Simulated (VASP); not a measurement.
# ZnSe (I-4m2) in VASP: a series of runs

Runs on ZnSe. Level: PBEsol. Tasks: single point.

All numbers are computed with VASP 6.6.1; they aren't measurements. Logs are shortened: lines on timing, memory, paths and dates and some standing lists are left out, and cuts for length are marked.

**1. The cell of the first run**

Symmetry: I-4m2, No. 119, tetragonal system. The conventional cell has a = 4.023 Å, b = 4.023 Å, c = 5.566 Å, α = 90.00°, β = 90.00°, γ = 90.00°. Zn (site symmetry -4m2) has 4 Se at 2.45 Å within 3.2 Å. Within 3.2 Å of Se (site symmetry -4m2) lie 4 Zn at 2.45 Å.

**2. Single point, PBEsol (in-plane strain +0.01, then relaxed in part)**

INCAR reads:

```
SYSTEM = ZnSe
  PREC = Accurate
  ENCUT = 520
  EDIFF = 1E-6
  ISMEAR = 0
  SIGMA = 0.01
  LREAL = .FALSE.
  LASPH = .TRUE.
  NELM = 60
  ALGO = Normal
  ISIF = 2
  LWAVE = .FALSE.
  LCHARG = .FALSE.
  GGA = PS
  NBANDS = 16
```

KPOINTS reads:

```
regular mesh
0
G
  8 8 8
  0 0 0
```

POSCAR reads:

```
ZnSe
1.0
    2.8447584476      2.8447584476      0.0000000000
   -2.8447584476      2.8447584476      0.0000000000
    0.0000000000      2.8447584476      2.7830286550
Zn Se
1 1
Direct
    0.0000000000      0.0000000000      0.0000000000
    0.7500000000      0.2500000000      0.5000000000
```

Potentials or basis: VASP PAW PBE potentials, release 64 (Zn, Se).

Started as:

```sh
$ cat potpaw_PBE.64/Zn/POTCAR potpaw_PBE.64/Se/POTCAR > POTCAR
$ mpirun -np 1 vasp_std > vasp.out
```

OUTCAR:

```text
SYSTEM = ZnSe
   PREC = Accurate
   ENCUT = 520
   EDIFF = 1E-6
   ISMEAR = 0
   LREAL = .FALSE.
   LASPH = .TRUE.
   NELM = 60
   ISIF = 2
   GGA = PS

 ion  position               nearest neighbor table
   1  0.000  0.000  0.000-   2 2.45   2 2.45   2 2.45   2 2.45
   2  0.750  0.250  0.500-   1 2.45   1 2.45   1 2.45   1 2.45

  LATTYP: Found a body centered tetragonal cell.
 ALAT       =     4.0230959783
 C/A-ratio  =     1.3835258567

  Lattice vectors:

 A1 = (   2.8447584476,   0.0000000000,  -2.7830286550)
 A2 = (  -2.8447584476,   0.0000000000,  -2.7830286550)
 A3 = (   0.0000000000,   2.8447584476,   2.7830286550)

Analysis of symmetry for initial positions (statically):
=====================================================================
 Subroutine PRICEL returns:
 Original cell was already a primitive cell.

 Routine SETGRP: Setting up the symmetry group for a
 body centered tetragonal supercell.

 Subroutine GETGRP returns: Found  8 space group operations
 (whereof  8 operations were pure point group operations)
 out of a pool of 16 trial point group operations.

The static configuration has the point symmetry D_2d.

Analysis of symmetry for dynamics (positions and initial velocities):
=====================================================================
 Subroutine PRICEL returns:
 Original cell was already a primitive cell.

 Routine SETGRP: Setting up the symmetry group for a
 body centered tetragonal supercell.

 Subroutine GETGRP returns: Found  8 space group operations
 (whereof  8 operations were pure point group operations)
 out of a pool of 16 trial point group operations.

The dynamic configuration has the point symmetry D_2d.

 Subroutine INISYM returns: Found  8 space group operations
 (whereof  8 operations are pure point group operations),
 and found     1 'primitive' translations

----------------------------------------------------------------------------------------

                                     Primitive cell

  volume of cell :      45.0442

  direct lattice vectors                    reciprocal lattice vectors
     2.844758448  2.844758448  0.000000000     0.175761847  0.175761847 -0.179660385
    -2.844758448  2.844758448  0.000000000    -0.175761847  0.175761847 -0.179660385
     0.000000000  2.844758448  2.783028655     0.000000000  0.000000000  0.359320770

  length of vectors
     4.023095978  4.023095978  3.979685807     0.306695791  0.306695791  0.359320770

  position of ions in fractional coordinates (direct lattice)
     0.000000000  0.000000000  0.000000000
[... 80 lines left out ...]
   EDIFFG = 0.1E-04   stopping-criterion for IOM
   NSW    =      0    number of steps for IOM
   IBRION =     -1    ionic relax: 0-MD 1-quasi-New 2-CG
   NFREE  =      0    steps in history (QN), initial steepest desc. (CG)
   ISIF   =      2    stress and relaxation
   ISYM   =      2    0-nonsym 1-usesym 2-fastsym
   POTIM  = 0.5000    time-step for ionic-motion
   TEBEG  =    0.0;   TEEND  =   0.0 temperature during run
   PSTRESS=    0.0 pullay stress
   NELECT =      18.0000    total number of electrons
   NUPDOWN=      -1.0000    fix difference up-down
   EMIN   =  10.00;   EMAX   =-10.00  energy-range for DOS
   EFERMI =   0.00;   METHOD = LEGACY
   ISMEAR =     0;   SIGMA  =   0.01  broadening in eV -4-tet -1-fermi 0-gaus
   EFERMI_NEDOS =   21; number of points for ismear=-14 and -15
   IALGO  =     38    algorithm
   IMIX   =      4    mixing-type and parameters
     AMIX     =   0.40;   BMIX     =  1.00
     AMIX_MAG =   1.60;   BMIX_MAG =  1.00
  volume/ion in A,a.u.               =      22.52       151.99
  Fermi-wavevector in a.u.,A,eV,Ry     =   1.205830  2.278689 19.783233  1.454027
  Thomas-Fermi vector in A             =   2.341515
   LORBIT       =      0    0 simple, 1 ext, 2 COOP (PROOUT), +10 PAW based schemes
   GGA     = PS    functional components
   LHFCALC =     F    Hartree Fock is set to
   AEXX    =    0.0000 exact exchange contribution
   IVDW    =     0    specifies the selected vdW correction
   LEPSILON=     F    determine dielectric tensor
   LRPA    =     F    only Hartree local field effects (RPA)
 non-spin polarized calculation
 Gauss-broadening in eV      SIGMA  =   0.01
  energy-cutoff  :      520.00
  volume of cell :       45.04
 maximum number of plane-waves:      1235
 NGX is ok and might be reduce to    30
   NGX = 15   NGY = 15   NGZ = 15

 number of electron      18.0000001 magnetization

 Free energy of the ion-electron system (eV)
  ---------------------------------------------------
  ext. energy  EPLUGINS =         0.00000000
  ---------------------------------------------------
  free energy    TOTEN  =        -6.77163011 eV

  energy without entropy =       -6.77163011  energy(sigma->0) =       -6.77163011

 E-fermi :   1.7134     XC(G=0):  -9.5739

 val. band max:        1.6287996354   @ k =   0.0000   0.0000   0.0000
 cond. band min:       2.7869704984   @ k =   0.0000   0.0000   0.0000
 fundamental gap:      1.1581708630
 Fermi energy:         1.7134158699

 k-point     1 :       0.0000    0.0000    0.0000
  band No.  band energies     occupation
      1     -11.7752      2.00000
      2      -5.0201      2.00000
      3      -5.0201      2.00000
      4      -5.0105      2.00000
      5      -4.6387      2.00000
      6      -4.6342      2.00000
[... 433 lines left out ...]
      3      -4.9339      2.00000
      4      -4.9010      2.00000
      5      -4.6484      2.00000
      6      -4.6201      2.00000
[... 8 lines left out ...]
     15      12.7871      0.00000
     16      14.0282      0.00000

 [... further k-points ...]

------------------------ aborting loop because EDIFF is reached ----------------------------------------

  FORCE on cell =-STRESS in cart. coord.  units (eV):
  Direction    XX          YY          ZZ          XY          YZ          ZX
  --------------------------------------------------------------------------------------
  -------------------------------------------------------------------------------------
  Total       -0.1400735     -0.1400735      0.0724599      0.0000000      0.0000000      0.0000000
  in kB       -4.9822794     -4.9822794      2.5773283      0.0000000      0.0000000      0.0000000
  external PRESSURE =      -2.4624102 kB  Pullay stress =       0.0000000 kB

 VOLUME and BASIS-vectors are now :
 -----------------------------------------------------------------------------
  energy-cutoff  :      520.00
  volume of cell :       45.04
      direct lattice vectors                 reciprocal lattice vectors
     2.844758448  2.844758448  0.000000000     0.175761847  0.175761847 -0.179660385
    -2.844758448  2.844758448  0.000000000    -0.175761847  0.175761847 -0.179660385
     0.000000000  2.844758448  2.783028655     0.000000000  0.000000000  0.359320770

 POSITION                                       TOTAL-FORCE (eV/Angst)
 -----------------------------------------------------------------------------------
      0.00000      0.00000      0.00000         0.000000      0.000000      0.000000
      1.42238      4.26714      1.39151        -0.000000     -0.000000      0.000000
 -----------------------------------------------------------------------------------
    total drift:                               -0.000000     -0.000000     -0.000000

  FREE ENERGIE OF THE ION-ELECTRON SYSTEM (eV)
  ---------------------------------------------------
  free  energy   TOTEN  =        -6.7716301064 eV

  energy  without entropy=       -6.7716301064  energy(sigma->0) =       -6.77163011
```

Run time: 41 s. Hardware: 1 thread of Intel Xeon Platinum 8488C (Sapphire Rapids), shared host; peak memory 0.19 GiB.

Results:

```yaml
Free_energy: -6.7716 eV
Pressure: -0.2 GPa
Band_gap_on_the_k_mesh: 1.16 eV
```

Caveat: the cell differs from its parent crystal (in-plane strain +0.01, then relaxed in part); the PAW data sets were made with another functional, which shifts forces and pressure a little.

**3. Single point, PBEsol (in-plane strain +0.01)**

INCAR reads:

```
ALGO     = Normal         # electronic algorithm
EDIFF    = 1E-6           # SCF threshold, eV
ENCUT    = 520            # plane-wave cutoff, eV
GGA      = PS             # functional
ISIF     = 2              # what is computed and relaxed
ISMEAR   = 0              # smearing method
LASPH    = True           # aspherical terms in the spheres
LCHARG   = False          # write CHGCAR
LREAL    = False          # projectors in reciprocal space
LWAVE    = False          # write WAVECAR
NBANDS   = 16             # bands
NELM     = 60             # most SCF steps
PREC     = Accurate       # precision mode
SIGMA    = 0.01           # smearing width, eV
```

KPOINTS reads:

```
k-points
0
Gamma
  8 8 8
```

Edit POSCAR of step 2 so:

```diff
@@ -4,3 +4,3 @@
    -2.8447584476      2.8447584476      0.0000000000
-    0.0000000000      2.8447584476      2.7830286550
+    0.0000000000      2.8447584476      2.7996929672
 Zn Se
```

Potentials or basis: VASP PAW PBE potentials, release 64 (Zn, Se).

Started as:

```sh
$ cat potpaw_PBE.64/Zn/POTCAR potpaw_PBE.64/Se/POTCAR > POTCAR
$ mpirun -np 1 vasp_std > vasp.out
```

OUTCAR:

```text
EDIFF = 1E-6
   ENCUT = 520
   GGA = PS
   ISIF = 2
   ISMEAR = 0
   LASPH = True
   LREAL = False
   NELM = 60
   PREC = Accurate

 ion  position               nearest neighbor table
   1  0.000  0.000  0.000-   2 2.45   2 2.45   2 2.45   2 2.45
   2  0.750  0.250  0.500-   1 2.45   1 2.45   1 2.45   1 2.45

  LATTYP: Found a body centered tetragonal cell.
 ALAT       =     4.0230959783
 C/A-ratio  =     1.3918101792

  Lattice vectors:

 A1 = (   2.8447584476,   0.0000000000,  -2.7996929672)
 A2 = (  -2.8447584476,   0.0000000000,  -2.7996929672)
 A3 = (   0.0000000000,   2.8447584476,   2.7996929672)

Analysis of symmetry for initial positions (statically):
=====================================================================
 Subroutine PRICEL returns:
 Original cell was already a primitive cell.

 Routine SETGRP: Setting up the symmetry group for a
 body centered tetragonal supercell.

 Subroutine GETGRP returns: Found  8 space group operations
 (whereof  8 operations were pure point group operations)
 out of a pool of 16 trial point group operations.

The static configuration has the point symmetry D_2d.

Analysis of symmetry for dynamics (positions and initial velocities):
=====================================================================
 Subroutine PRICEL returns:
 Original cell was already a primitive cell.

 Routine SETGRP: Setting up the symmetry group for a
 body centered tetragonal supercell.

 Subroutine GETGRP returns: Found  8 space group operations
 (whereof  8 operations were pure point group operations)
 out of a pool of 16 trial point group operations.

The dynamic configuration has the point symmetry D_2d.

 Subroutine INISYM returns: Found  8 space group operations
 (whereof  8 operations are pure point group operations),
 and found     1 'primitive' translations

----------------------------------------------------------------------------------------
[... 112 lines left out ...]
     AMIX     =   0.40;   BMIX     =  1.00
     AMIX_MAG =   1.60;   BMIX_MAG =  1.00
  volume/ion in A,a.u.               =      22.66       152.90
  Fermi-wavevector in a.u.,A,eV,Ry     =   1.203433  2.274159 19.704653  1.448251
  Thomas-Fermi vector in A             =   2.339187
   LORBIT       =      0    0 simple, 1 ext, 2 COOP (PROOUT), +10 PAW based schemes
   GGA     = PS    functional components
   LHFCALC =     F    Hartree Fock is set to
   AEXX    =    0.0000 exact exchange contribution
   IVDW    =     0    specifies the selected vdW correction
   LEPSILON=     F    determine dielectric tensor
   LRPA    =     F    only Hartree local field effects (RPA)
 non-spin polarized calculation
 Gauss-broadening in eV      SIGMA  =   0.01
  energy-cutoff  :      520.00
  volume of cell :       45.31
 maximum number of plane-waves:      1243
 NGX is ok and might be reduce to    30
   NGX = 15   NGY = 15   NGZ = 15

 number of electron      18.0000006 magnetization

 Free energy of the ion-electron system (eV)
  ---------------------------------------------------
  ext. energy  EPLUGINS =         0.00000000
  ---------------------------------------------------
  free energy    TOTEN  =        -6.77165632 eV

  energy without entropy =       -6.77165632  energy(sigma->0) =       -6.77165632

 E-fermi :   1.6529     XC(G=0):  -9.5465

 val. band max:        1.5636516623   @ k =   0.0000   0.0000   0.0000
 cond. band min:       2.7126750660   @ k =   0.0000   0.0000   0.0000
 fundamental gap:      1.1490234036
 Fermi energy:         1.6528916458

 k-point     1 :       0.0000    0.0000    0.0000
  band No.  band energies     occupation
      1     -11.7882      2.00000
      2      -5.0485      2.00000
      3      -5.0485      2.00000
      4      -5.0415      2.00000
      5      -4.6724      2.00000
      6      -4.6693      2.00000
[... 433 lines left out ...]
      3      -4.9655      2.00000
      4      -4.9297      2.00000
      5      -4.6827      2.00000
      6      -4.6537      2.00000
[... 8 lines left out ...]
     15      12.7256      0.00000
     16      13.9249      0.00000

 [... further k-points ...]

------------------------ aborting loop because EDIFF is reached ----------------------------------------

  FORCE on cell =-STRESS in cart. coord.  units (eV):
  Direction    XX          YY          ZZ          XY          YZ          ZX
  --------------------------------------------------------------------------------------
  -------------------------------------------------------------------------------------
  Total       -0.2273145     -0.2273145     -0.0688362      0.0000000      0.0000000     -0.0000000
  in kB       -8.0372337     -8.0372337     -2.4338634      0.0000000      0.0000000     -0.0000000
  external PRESSURE =      -6.1694436 kB  Pullay stress =       0.0000000 kB

 VOLUME and BASIS-vectors are now :
 -----------------------------------------------------------------------------
  energy-cutoff  :      520.00
  volume of cell :       45.31
      direct lattice vectors                 reciprocal lattice vectors
     2.844758448  2.844758448  0.000000000     0.175761847  0.175761847 -0.178591012
    -2.844758448  2.844758448  0.000000000    -0.175761847  0.175761847 -0.178591012
     0.000000000  2.844758448  2.799692967     0.000000000  0.000000000  0.357182024

 POSITION                                       TOTAL-FORCE (eV/Angst)
 -----------------------------------------------------------------------------------
      0.00000      0.00000      0.00000         0.000000     -0.000000      0.000000
      1.42238      4.26714      1.39985        -0.000000      0.000000      0.000000
 -----------------------------------------------------------------------------------
    total drift:                               -0.000000     -0.000000     -0.000000

  FREE ENERGIE OF THE ION-ELECTRON SYSTEM (eV)
  ---------------------------------------------------
  free  energy   TOTEN  =        -6.7716563212 eV

  energy  without entropy=       -6.7716563212  energy(sigma->0) =       -6.77165632
```

Run time: 52 s. Hardware: 1 thread of Intel Xeon Platinum 8488C (Sapphire Rapids), shared host; peak memory 0.19 GiB.

What came out:

| Property | Result |
| --- | --- |
| Free energy | -6.7717 eV |
| Pressure | -0.6 GPa |
| Band gap on the k mesh | 1.15 eV |

Caveat: the cell differs from its parent crystal (in-plane strain +0.01); the PAW data sets were made with another functional, which shifts forces and pressure a little.
